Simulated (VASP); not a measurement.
## Al: single point with PBE

Crystal: Al.

```xyz
1
Lattice="0.0000 2.0516 2.0516 2.0516 0.0000 2.0516 2.0516 2.0516 0.0000" Properties=species:S:1:pos:R:3 pbc="T T T"
Al    0.0000    0.0000    0.0000
```

* Program: VASP 6.6.1
* Task: single point
* Functional: PBE
* Potentials or basis: VASP PAW PBE potentials, release 64 (Al)
* Cutoff: 500 eV
* k mesh: 8 × 8 × 8
* Occupations: fermi-dirac, width 0.1 eV
* Spin: no spin polarisation
* Dipole correction: no
* Further INCAR settings: ALGO = Normal; EDIFF = 1e-06; NBANDS = 8

- Pressure: -3.3 GPa

Levels at points of the mesh, in eV from the Fermi level:
```tsv
k point	band 1	band 2	band 3	band 4	band 5
(0.00, 0.00, 0.00)	-10.80	12.39	12.39	12.39	13.55
(0.50, 0.00, 0.00)	-4.39	-4.29	10.96	10.96	11.28
(0.50, 0.50, 0.00)	-2.79	-1.57	5.27	5.41	5.41
```

Wall time 6.5 s on 1 thread of AMD EPYC 7R13, on a shared host, peak memory 0.1 GiB.
